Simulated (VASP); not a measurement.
The system is KF.

```
CELL_PARAMETERS angstrom
0.00000 2.71027 2.71027
2.71027 0.00000 2.71027
2.71027 2.71027 0.00000
ATOMIC_POSITIONS crystal
K 0.00000 0.00000 0.00000
F 0.50000 0.50000 0.50000
```

- Program: VASP 6.6.1
- Task: relaxation of cell and atoms
- Functional: r2SCAN
- Potentials or basis: VASP PAW PBE potentials, release 64 (K_sv, F)
- Cutoff: 600 eV
- k mesh: 8 × 8 × 8
- Occupations: fermi-dirac, width 0.02 eV
- Spin: no spin polarisation

At the start: pressure -1.8 GPa; volume 19.91 Å³/atom.

Q: How do energy, volume and symmetry change on relaxing?

A: Over 4 steps the energy falls by 6.9 meV/atom and the volume is 18.77 Å³/atom (-5.7 %); space group Fm-3m (No. 225, to 0.05 Å).

Step by step:
| step | energy change (eV) | largest force (eV/Å) | pressure (GPa) | volume (Å³) |
| --- | --- | --- | --- | --- |
| 1 | 0.0000 | 0.0000 | -1.82 | 39.82 |
| 2 | -0.0110 | 0.0000 | -0.86 | 38.53 |
| 3 | -0.0137 | 0.0000 | -0.12 | 37.68 |
| 4 | -0.0138 | 0.0000 | 0.00 | 37.54 |

Final structure:
```cif
data_structure
_symmetry_space_group_name_H-M 'P 1'
_symmetry_Int_Tables_number 1
_cell_length_a 3.7584
_cell_length_b 3.7584
_cell_length_c 3.7584
_cell_angle_alpha 60.000
_cell_angle_beta 60.000
_cell_angle_gamma 60.000
_cell_volume 37.54
loop_
_atom_site_label
_atom_site_type_symbol
_atom_site_fract_x
_atom_site_fract_y
_atom_site_fract_z
_atom_site_occupancy
K1 K 0.00000 0.00000 0.00000 1
F1 F 0.50000 0.50000 0.50000 1
```

Caveat: the PAW data sets were made with another functional, which shifts forces and pressure a little.
